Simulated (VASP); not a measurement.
GaSb, 2 atoms in the cell. It takes space group F-43m (No. 216, cubic). The conventional cell has a = 6.164 Å, b = 6.164 Å, c = 6.164 Å, α = 90.00°, β = 90.00°, γ = 90.00°. Within 3.5 Å of Ga (site symmetry -43m) lie 4 Sb at 2.67 Å. Sb (site symmetry -43m) has 4 Ga at 2.67 Å within 3.5 Å. 

| Property | Result |
| --- | --- |
| Program | VASP 6.6.1 |
| Task | single point |
| Functional | PBE |
| Potentials or basis | VASP PAW PBE potentials, release 64 (Ga_d, Sb) |
| Cutoff | 520 eV |
| k mesh | 6 × 6 × 6 |
| Occupations | gaussian, width 0.05 eV |
| Spin | no spin polarisation |
| Dipole correction | no |
| Further INCAR settings | ALGO = Normal; EDIFF = 1e-07; NBANDS = 16 |

Potentials or basis: VASP PAW PBE potentials, release 64 (Ga_d, Sb).

Launch:

```bash
$ cat potpaw_PBE.64/Ga_d/POTCAR potpaw_PBE.64/Sb/POTCAR > POTCAR
$ mpirun -np 1 vasp_std > vasp.out
```

Hardware: 1 thread of AMD EPYC 7R13 Processor (Zen 3), on a shared host.

Question: Estimate the wall time of this run.

Answer: Run time: 14 s on 1 thread of AMD EPYC 7R13 Processor (Zen 3), on a shared host, peak memory 0.15 GiB. Counts: scf iterations 14, k points 16.
